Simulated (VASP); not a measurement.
Wanted: the native input for a VASP 6.6.1 run.

```yaml
Task: single point
Functional: PBE
Potentials_or_basis: VASP PAW PBE potentials, release 64 (Ru_pv)
Cutoff: 520 eV
k_mesh: 14 × 14 × 8
Occupations: fermi-dirac, width 0.03 eV
Spin: no spin polarisation
Dipole_correction: no
Further_INCAR_settings: ALGO = Normal; EDIFF = 1e-06; NBANDS = 21
```

The structure of Ru lies in POSCAR:

```
Ru
1.0
    2.7414060403      0.0000000000      0.0000000000
   -1.3707030201      2.3741272730      0.0000000000
    0.0000000000      0.0000000000      4.3382472512
Ru
2
Direct
    0.3333333333      0.6666666667      0.2500000000
    0.6666666667      0.3333333333      0.7500000000
```

This cell differs from its parent crystal: volume scaled by 1.04.

One way to write it, as run:

INCAR

```
SYSTEM = Ru
  PREC = Accurate
  ENCUT = 520
  EDIFF = 1E-6
  ISMEAR = -1
  SIGMA = 0.03
  LREAL = .False.
  LASPH = .True.
  NELM = 100
  ALGO = Normal
  ISIF = 2
  LWAVE = .False.
  LCHARG = .True.
  GGA = PE
  LELF = .True.
  LVHAR = .True.
  NBANDS = 21
```

KPOINTS

```
Automatic mesh
0
Gamma
  14 14 8
  0 0 0
```

Potentials or basis: VASP PAW PBE potentials, release 64 (Ru_pv).

Run with:

```sh
$ cat potpaw_PBE.64/Ru_pv/POTCAR > POTCAR
$ mpirun -np 1 vasp_std > vasp.out
```

It gave:

The pressure is -7.5 GPa. The band gap on the k mesh is zero (band 14 reaches 13.66 eV, above the bottom of band 15 at 10.72 eV).

It took 30 s on 1 thread of AMD EPYC 9R45 96-Core Processor (Zen 5) (shared host), peak memory 0.14 GiB.
